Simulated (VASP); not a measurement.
# Se: relaxation of cell and atoms with PBE

The system is Se.

```xyz
2
Lattice="2.8815 0.0000 0.0000 -1.4408 2.4955 0.0000 0.0000 0.0000 3.8930" Properties=species:S:1:pos:R:3 pbc="T T T"
Se    0.0000    1.6637    0.9732
Se    1.4408    0.8318    2.9197
```

This isn't the form of Se at room conditions, which is trigonal, of chains.

```yaml
Program: VASP 6.6.1
Task: relaxation of cell and atoms
Functional: PBE
Potentials_or_basis: VASP PAW PBE potentials, release 64 (Se)
Cutoff: 600 eV
k_mesh: 16 × 16 × 9
Occupations: fermi-dirac, width 0.05 eV
Spin: no spin polarisation
Target_pressure: 66 GPa
Dipole_correction: no
Further_INCAR_settings: ALGO = Normal; EDIFF = 1e-06; IBRION = 2; EDIFFG = -0.005; NSW = 32; ISIF = 3
```

```json
{"Relaxed volume": "14.02 Å³/atom", "Relaxed cell": "a = 2.883 Å, b = 2.883 Å, c = 3.896 Å, α = 90.00°, β = 90.00°, γ = 120.00°", "Space group after relaxing (to 0.1 Å)": "P6_3/mmc (No. 194)", "Energy change on relaxing (the run minimises the enthalpy)": "-9.6 meV/atom", "Ionic steps": "3", "Pressure after relaxing": "66.0 GPa", "Band gap on the k mesh": "zero (bands 6 and 7 overlap by 6.36 eV)"}
```

Stress tensor (GPa, compression positive):
```
65.95  0.00  0.00
 0.00 65.95  0.00
 0.00  0.00 66.03
```

The path:
```csv
step,energy change (eV),largest force (eV/Å),pressure (GPa),volume (Å³)
1,0.0000,0.0000,66.54,27.99
2,-0.0781,0.0000,64.34,28.19
3,-0.0191,0.0000,65.97,28.04
```

Final structure:
```
CELL_PARAMETERS angstrom
2.88288 0.00000 0.00000
-1.44144 2.49665 0.00000
0.00000 0.00000 3.89576
ATOMIC_POSITIONS crystal
Se 0.33333 0.66667 0.25000
Se 0.66667 0.33333 0.75000
```

Levels at points of the mesh, in eV from the Fermi level:
```
           k point  band 2  band 3  band 4  band 5  band 6  band 7  band 8  band 9  band 10
(0.00, 0.00, 0.00)  -11.81   -9.74    0.14    0.14    3.38    3.38    6.16    7.33    10.53
(0.50, 0.00, 0.00)  -13.70   -6.42   -5.43   -3.98   -3.49   -2.28    2.79    3.56     9.60
```

Wall time 59 s on 1 thread of AMD EPYC 9755 128-Core Processor, with other jobs on the host, peak memory 0.15 GiB.

Caveat: the cell is relaxed towards a set pressure, so the run minimises the enthalpy, not the energy.
